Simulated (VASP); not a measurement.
# BAs (F-43m) in VASP: a series of runs

Runs on BAs. Level: PBE. Tasks: single point.

Program: VASP 6.6.1. These are calculated values, not measurements. Logs are shortened: lines on timing, memory, paths and dates and some standing lists are left out, and cuts for length are marked.

### Step 1. The cell of the first run

Symmetry: F-43m, No. 216, cubic system. The conventional cell has a = 4.646 Å, b = 4.646 Å, c = 4.646 Å, α = 90.00°, β = 90.00°, γ = 90.00°. B (site symmetry -43m) has 4 As at 2.01 Å within 2.7 Å. As (site symmetry -43m) has 4 B at 2.01 Å within 2.7 Å.

### Step 2. Single point, PBE

Contents of INCAR:

```
SYSTEM = BAs
PREC = Accurate
ENCUT = 520
EDIFF = 1E-6
ISMEAR = 0
SIGMA = 0.01
LREAL = .FALSE.
LASPH = .TRUE.
NELM = 60
ALGO = Normal
ISIF = 2
LWAVE = .FALSE.
LCHARG = .TRUE.
GGA = PE
LELF = .TRUE.
LVHAR = .TRUE.
NBANDS = 11
```

Contents of KPOINTS:

```
Automatic mesh
0
G
  8 8 8
  0 0 0
```

Contents of POSCAR:

```
BAs
1.0
    0.0000000000      2.3230284114      2.3230284114
    2.3230284114      0.0000000000      2.3230284114
    2.3230284114      2.3230284114      0.0000000000
B As
1 1
Direct
    0.0000000000      0.0000000000      0.0000000000
    0.2500000000      0.2500000000      0.2500000000
```

Potentials or basis: VASP PAW PBE potentials, release 64 (B, As).

Command:

```console
$ cat potpaw_PBE.64/B/POTCAR potpaw_PBE.64/As/POTCAR > POTCAR
$ mpirun -np 1 vasp_std > vasp.out
```

OUTCAR:

```text
SYSTEM = BAs
   PREC = Accurate
   ENCUT = 520
   EDIFF = 1E-6
   ISMEAR = 0
   LREAL = .FALSE.
   LASPH = .TRUE.
   NELM = 60
   ISIF = 2
   GGA = PE

 ion  position               nearest neighbor table
   1  0.000  0.000  0.000-   2 2.01   2 2.01   2 2.01   2 2.01
   2  0.250  0.250  0.250-   1 2.01   1 2.01   1 2.01   1 2.01

  LATTYP: Found a face centered cubic cell.
 ALAT       =     4.6460568228

  Lattice vectors:

 A1 = (   0.0000000000,   2.3230284114,   2.3230284114)
 A2 = (   2.3230284114,   0.0000000000,   2.3230284114)
 A3 = (   2.3230284114,   2.3230284114,   0.0000000000)

Analysis of symmetry for initial positions (statically):
=====================================================================
 Subroutine PRICEL returns:
 Original cell was already a primitive cell.

 Routine SETGRP: Setting up the symmetry group for a
 face centered cubic supercell.

 Subroutine GETGRP returns: Found 24 space group operations
 (whereof 24 operations were pure point group operations)
 out of a pool of 48 trial point group operations.

The static configuration has the point symmetry T_d .

Analysis of symmetry for dynamics (positions and initial velocities):
=====================================================================
 Subroutine PRICEL returns:
 Original cell was already a primitive cell.

 Routine SETGRP: Setting up the symmetry group for a
 face centered cubic supercell.

 Subroutine GETGRP returns: Found 24 space group operations
 (whereof 24 operations were pure point group operations)
 out of a pool of 48 trial point group operations.

The dynamic configuration has the point symmetry T_d .

 Subroutine INISYM returns: Found 24 space group operations
 (whereof 24 operations are pure point group operations),
 and found     1 'primitive' translations

----------------------------------------------------------------------------------------

                                     Primitive cell

  volume of cell :      25.0723

  direct lattice vectors                    reciprocal lattice vectors
     0.000000000  2.323028411  2.323028411    -0.215236283  0.215236283  0.215236283
     2.323028411  0.000000000  2.323028411     0.215236283 -0.215236283  0.215236283
     2.323028411  2.323028411  0.000000000     0.215236283  0.215236283 -0.215236283

  length of vectors
     3.285258285  3.285258285  3.285258285     0.372800177  0.372800177  0.372800177

  position of ions in fractional coordinates (direct lattice)
     0.000000000  0.000000000  0.000000000
     0.250000000  0.250000000  0.250000000

  ion indices of the primitive-cell ions
   primitive index   ion index
                 1           1
                 2           2

----------------------------------------------------------------------------------------

 KPOINTS: Automatic mesh

Automatic generation of k-mesh.
 Grid dimensions read from file:
 generate k-points for:    8    8    8

 Generating k-lattice:

  Cartesian coordinates                     Fractional coordinates (reciprocal lattice)
    -0.026904535  0.026904535  0.026904535     0.125000000  0.000000000  0.000000000
     0.026904535 -0.026904535  0.026904535     0.000000000  0.125000000  0.000000000
     0.026904535  0.026904535 -0.026904535     0.000000000  0.000000000  0.125000000

  Length of vectors
     0.046600022  0.046600022  0.046600022

  Shift w.r.t. Gamma in fractional coordinates (k-lattice)
     0.000000000  0.000000000  0.000000000

 Subroutine IBZKPT returns following result:
 ===========================================

 Found     29 irreducible k-points:

 Following reciprocal coordinates:
            Coordinates               Weight
  0.000000  0.000000  0.000000      1.000000
  0.125000  0.000000  0.000000      8.000000
  0.250000  0.000000  0.000000      8.000000
  0.375000  0.000000  0.000000      8.000000
  0.500000  0.000000  0.000000      4.000000
  0.125000  0.125000  0.000000      6.000000
[... 16 lines left out ...]
  0.500000  0.250000  0.125000     48.000000
 -0.375000  0.250000  0.125000     24.000000
 [... further k-points ...]
   k-points           NKPTS =     29   k-points in BZ     NKDIM =     29   number of bands    NBANDS=     11
   number of dos      NEDOS =    301   number of ions     NIONS =      2
   total plane-waves  NPLWV =  13824
   dimension x,y,z NGX =    24 NGY =   24 NGZ =   24
   dimension x,y,z NGXF=    48 NGYF=   48 NGZF=   48
   ions per type =               1   1
   NGX,Y,Z   is equivalent  to a cutoff of  12.14, 12.14, 12.14 a.u.
   NGXF,Y,Z  is equivalent  to a cutoff of  24.29, 24.29, 24.29 a.u.
 SYSTEM =  BAs
   PREC   = accura    normal or accurate (medium, high low for compatibility)
   ISTART =      0    job   : 0-new  1-cont  2-samecut
   ICHARG =      2    charge: 1-file 2-atom 10-const
   ISPIN  =      1    spin polarized calculation?
   LNONCOLLINEAR =      F non collinear calculations
   LSORBIT =      F    spin-orbit coupling
   LASPH  =      T    aspherical Exc in radial PAW
   ENCUT  =  520.0 eV  38.22 Ry    6.18 a.u.   6.11  6.11  6.11*2*pi/ulx,y,z
   NELM   =     60;   NELMIN=  2; NELMDL= -5     # of ELM steps
   EDIFF  = 0.1E-05   stopping-criterion for ELM
   LREAL  =      F    real-space projection
   EDIFFG = 0.1E-04   stopping-criterion for IOM
   NSW    =      0    number of steps for IOM
   IBRION =     -1    ionic relax: 0-MD 1-quasi-New 2-CG
   NFREE  =      0    steps in history (QN), initial steepest desc. (CG)
   ISIF   =      2    stress and relaxation
   ISYM   =      2    0-nonsym 1-usesym 2-fastsym
   POTIM  = 0.5000    time-step for ionic-motion
   TEBEG  =    0.0;   TEEND  =   0.0 temperature during run
   PSTRESS=    0.0 pullay stress
   NELECT =       8.0000    total number of electrons
   NUPDOWN=      -1.0000    fix difference up-down
   EMIN   =  10.00;   EMAX   =-10.00  energy-range for DOS
   EFERMI =   0.00;   METHOD = LEGACY
   ISMEAR =     0;   SIGMA  =   0.01  broadening in eV -4-tet -1-fermi 0-gaus
   EFERMI_NEDOS =   21; number of points for ismear=-14 and -15
   IALGO  =     38    algorithm
   IMIX   =      4    mixing-type and parameters
     AMIX     =   0.40;   BMIX     =  1.00
     AMIX_MAG =   1.60;   BMIX_MAG =  1.00
  volume/ion in A,a.u.               =      12.54        84.60
  Fermi-wavevector in a.u.,A,eV,Ry     =   1.118683  2.114004 17.027028  1.251451
  Thomas-Fermi vector in A             =   2.255316
   LORBIT       =      0    0 simple, 1 ext, 2 COOP (PROOUT), +10 PAW based schemes
   GGA     = PE    functional components
   LHFCALC =     F    Hartree Fock is set to
   AEXX    =    0.0000 exact exchange contribution
   IVDW    =     0    specifies the selected vdW correction
   LEPSILON=     F    determine dielectric tensor
   LRPA    =     F    only Hartree local field effects (RPA)
 non-spin polarized calculation
 Gauss-broadening in eV      SIGMA  =   0.01
  energy-cutoff  :      520.00
  volume of cell :       25.07
 maximum number of plane-waves:       692
   NGX = 13   NGY = 13   NGZ = 13

 number of electron       8.0000000 magnetization

 Free energy of the ion-electron system (eV)
  ---------------------------------------------------
  ext. energy  EPLUGINS =         0.00000000
  ---------------------------------------------------
  free energy    TOTEN  =       -11.26570108 eV

  energy without entropy =      -11.26570108  energy(sigma->0) =      -11.26570108

 E-fermi :   7.1506     XC(G=0): -10.9487

 val. band max:        7.0807517737   @ k =   0.0000   0.0000   0.0000
 cond. band min:       8.1855496027   @ k =   0.3750   0.3750   0.0000
 fundamental gap:      1.1047978291
 Fermi energy:         7.1505849007

 k-point     1 :       0.0000    0.0000    0.0000
  band No.  band energies     occupation
      1      -9.1110      2.00000
      2       7.0808      2.00000
      3       7.0808      2.00000
      4       7.0808      2.00000
      5      10.4675      0.00000
      6      10.4675      0.00000
      7      10.4675      0.00000
      8      12.8513      0.00000
      9      17.0931      0.00000
     10      20.3773      0.00000
     11      20.3773      0.00000

 k-point     2 :       0.1250    0.0000    0.0000
  band No.  band energies     occupation
      1      -8.8348      2.00000
      2       5.0271      2.00000
      3       6.5999      2.00000
      4       6.5999      2.00000
      5      10.7891      0.00000
      6      11.0955      0.00000
      7      11.0955      0.00000
      8      13.8955      0.00000
      9      18.1344      0.00000
     10      18.9118      0.00000
     11      18.9118      0.00000

 k-point     3 :       0.2500    0.0000    0.0000
  band No.  band energies     occupation
      1      -8.0266      2.00000
      2       1.8623      2.00000
      3       5.8322      2.00000
      4       5.8322      2.00000
      5      10.5922      0.00000
      6      11.9209      0.00000
      7      11.9209      0.00000
      8      15.5560      0.00000
      9      18.5311      0.00000
     10      18.5311      0.00000
     11      18.8591      0.00000

 k-point     4 :       0.3750    0.0000    0.0000
  band No.  band energies     occupation
      1      -6.8056      2.00000
      2      -0.9258      2.00000
      3       5.2975      2.00000
      4       5.2975      2.00000
      5      10.3626      0.00000
      6      12.0366      0.00000
      7      12.0366      0.00000
      8      16.1462      0.00000
      9      19.5481      0.00000
     10      20.1710      0.00000
     11      20.1710      0.00000
[... 239 lines left out ...]
 k-point    22 :       0.3750    0.2500    0.1250
  band No.  band energies     occupation
      1      -7.3182      2.00000
      2       1.6902      2.00000
      3       3.0285      2.00000
      4       4.8996      2.00000
      5      10.3985      0.00000
      6      12.7813      0.00000
      7      13.1311      0.00000
      8      14.7127      0.00000
      9      18.2865      0.00000
     10      20.9520      0.00000
     11      22.1537      0.00000

 k-point    23 :       0.5000    0.2500    0.1250
  band No.  band energies     occupation
      1      -6.1341      2.00000
      2      -0.4810      2.00000
      3       2.3058      2.00000
      4       4.0985      2.00000
      5      11.0513      0.00000
      6      12.4248      0.00000
      7      13.9471      0.00000
      8      15.6072      0.00000
      9      18.9645      0.00000
     10      21.0394      0.00000
     11      23.3449      0.00000

 k-point    24 :      -0.3750    0.2500    0.1250
  band No.  band energies     occupation
      1      -5.2944      2.00000
      2      -1.7644      2.00000
      3       2.2023      2.00000
      4       3.7192      2.00000
      5      11.1586      0.00000
      6      12.0991      0.00000
      7      15.0124      0.00000
      8      16.6121      0.00000
      9      17.8248      0.00000
     10      21.8165      0.00000
     11      22.9431      0.00000

 [... further k-points ...]

------------------------ aborting loop because EDIFF is reached ----------------------------------------

  FORCE on cell =-STRESS in cart. coord.  units (eV):
  Direction    XX          YY          ZZ          XY          YZ          ZX
  --------------------------------------------------------------------------------------
  -------------------------------------------------------------------------------------
  Total        2.7875816      2.7875816      2.7875816     -0.0000000      0.0000000      0.0000000
  in kB      178.1330935    178.1330935    178.1330935     -0.0000000      0.0000000      0.0000000
  external PRESSURE =     178.1330935 kB  Pullay stress =       0.0000000 kB

 VOLUME and BASIS-vectors are now :
 -----------------------------------------------------------------------------
  energy-cutoff  :      520.00
  volume of cell :       25.07
      direct lattice vectors                 reciprocal lattice vectors
     0.000000000  2.323028411  2.323028411    -0.215236283  0.215236283  0.215236283
     2.323028411  0.000000000  2.323028411     0.215236283 -0.215236283  0.215236283
     2.323028411  2.323028411  0.000000000     0.215236283  0.215236283 -0.215236283

 POSITION                                       TOTAL-FORCE (eV/Angst)
 -----------------------------------------------------------------------------------
      0.00000      0.00000      0.00000        -0.000000     -0.000000     -0.000000
      1.16151      1.16151      1.16151         0.000000      0.000000      0.000000
 -----------------------------------------------------------------------------------
    total drift:                                0.000000      0.000000      0.000000

  FREE ENERGIE OF THE ION-ELECTRON SYSTEM (eV)
  ---------------------------------------------------
  free  energy   TOTEN  =       -11.2657010811 eV

  energy  without entropy=      -11.2657010811  energy(sigma->0) =      -11.26570108
```

It took 5.1 s on 1 thread of Intel Xeon 6975P-C (Granite Rapids), shared host; peak memory 0.13 GiB.

Results:

| Item | Value |
| --- | --- |
| Free energy | -11.2657 eV |
| Pressure | 17.8 GPa |
| Band gap on the k mesh | 1.10 eV, indirect (least direct gap 3.39 eV) |

A k mesh can miss the band edges. Expect the measured gap to be larger: semilocal functionals such as PBE lack the derivative discontinuity.

(Part 1 of 2 ends here.)
